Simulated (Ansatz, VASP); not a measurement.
# TiCo in VASP and in Ansatz

INCAR

```
SYSTEM = TiCo
PREC     = Accurate       ! precision mode
ENCUT    = 600            ! plane-wave cutoff, eV
EDIFF    = 1E-6           ! SCF threshold, eV
ISMEAR   = -1             ! smearing method
SIGMA    = 0.05           ! smearing width, eV
LREAL    = .False.        ! projectors in reciprocal space
LASPH    = .True.         ! aspherical terms in the spheres
NELM     = 150            ! most SCF steps
ALGO     = Normal         ! electronic algorithm
ISIF     = 3              ! what is computed and relaxed
LWAVE    = .False.        ! write WAVECAR
LCHARG   = .False.        ! write CHGCAR
ISPIN    = 2              ! spin polarisation
MAGMOM   = 2 1            ! initial moments
LORBIT   = 11             ! projections on sites
LMAXMIX  = 4              ! l up to which the mixer works
GGA      = B5             ! functional
ALDAX    = 1.0          
AGGAX    = 1.0          
AGGAC    = 1.0          
ALDAC    = 0.0          
IVDW     = 12             ! dispersion correction
VDW_S6   = 1.0          
VDW_S8   = 2.6996       
VDW_A1   = 0.4298       
VDW_A2   = 4.2359       
IBRION   = 2              ! ionic algorithm
NSW      = 80             ! ionic steps
EDIFFG   = -0.02          ! ionic threshold
```

Contents of KPOINTS:

```
regular mesh
0
Gamma
  9 9 9
  0 0 0
```

POSCAR

```
TiCo
1.0
    2.9861109900      0.0000000000      0.0000000000
    0.0000000000      2.9861109900      0.0000000000
    0.0000000000      0.0000000000      2.9861109900
Co Ti
1 1
Direct
    0.5000000000      0.5000000000      0.5000000000
    0.0000000000      0.0000000000      0.0000000000
```

input.yaml

```yaml
crystal:
  lattice:
    - [2.98611099, 0.0, 0.0]
    - [0.0, 2.98611099, 0.0]
    - [0.0, 0.0, 2.98611099]
  atoms:
    - { symbol: Co, position: [0.5, 0.5, 0.5], spin: 2.0 }
    - { symbol: Ti, position: [0.0, 0.0, 0.0], spin: 1.0 }
kpoints:
  mp_grid: { grid: [9, 9, 9] }
scf:
  occupations: { method: fermi_dirac, width: 0.05 }
hamiltonian:
  xc: blyp
  dispersion: d3bj
  pseudopotentials: { kind: all_electron, lapw: { basis_error: 0.001 } }
magnetization:
  spin_polarized: true
output:
  forces: true
  stress: true
relax:
  f_tol: 0.02
  max_steps: 60
  cell: {}
```

Alike in both runs: task relaxation of cell and atoms; functional BLYP; dispersion D3(BJ); k mesh 9 × 9 × 9; occupations fermi-dirac, width 0.05 eV; collinear spin.

|  | VASP | Ansatz |
| --- | --- | --- |
| version | VASP 6.6.1 | Ansatz 0.2.0 |
| potentials or method | VASP PAW PBE potentials, release 64 (Co, Ti_sv), cutoff 600 eV | all-electron LAPW, scalar-relativistic |

Ansatz gave:

| Item | Value |
| --- | --- |
| net moment per atom (μB) | 0.33 |
| size of the moment on the site where the two differ most (μB) | 0.68 |
| relaxed volume (Å³/atom) | 12.43 |
| relaxed cell length with the largest relative difference (Å) | 2.918 |

**Question.** Which values does VASP return?

**Answer.** net moment per atom (μB): 0.29; size of the moment on the site where the two differ most (μB): 0.60; relaxed volume (Å³/atom): 12.41; relaxed cell length with the largest relative difference (Å): 2.917.

VASP's potentials were made for PBE, not for BLYP. Site moments also hang on the region over which each program counts them. Ansatz ran all-electron here, and VASP with PAW potentials.
